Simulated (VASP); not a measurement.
Crystal: La2O3.

```
CELL_PARAMETERS angstrom
3.93078 0.00000 0.00000
-1.96539 3.40415 0.00000
0.00000 0.00000 6.11195
ATOMIC_POSITIONS crystal
La 0.33333 0.66667 0.24624
La 0.66667 0.33333 0.75376
O 0.00000 0.00000 0.00000
O 0.33333 0.66667 0.64589
O 0.66667 0.33333 0.35411
```

Base run:

| Quantity | Value |
| --- | --- |
| Program | VASP 6.6.1 |
| Functional | r2SCAN |
| Potentials or basis | VASP PAW PBE potentials, release 64 (La, O) |
| Cutoff | 520 eV |
| k mesh | 8 × 8 × 5 |
| Occupations | fermi-dirac, width 0.05 eV |
| Spin | no spin polarisation |

Its results: band gap on the k mesh 4.32 eV, indirect (least direct gap 4.47 eV); pressure 0.2 GPa; largest force 0.020 eV/Å.

Problem. After a change of settings the same cell gave: band gap on the k mesh 3.96 eV, indirect (least direct gap 4.18 eV); pressure 4.7 GPa; largest force 0.040 eV/Å. Which change was it?
A. functional from r2SCAN to PBEsol; further incar settings from ALGO = Normal; EDIFF = 1e-07; NBANDS = 28 to ALGO = Normal; EDIFF = 1e-06; NBANDS = 28
B. functional from r2SCAN to RPBE
C. functional from r2SCAN to PBE; further incar settings from ALGO = Normal; EDIFF = 1e-07; NBANDS = 28 to ALGO = Normal; EDIFF = 1e-06; NBANDS = 28

Solution. B.

r2SCAN gives the wider gap, since meta-GGAs in the generalised Kohn-Sham scheme recover part of the derivative discontinuity.

Caveats: the PAW data sets were made with another functional, which shifts forces and pressure a little; spin-orbit coupling is left out, which moves the levels of the heavy elements.
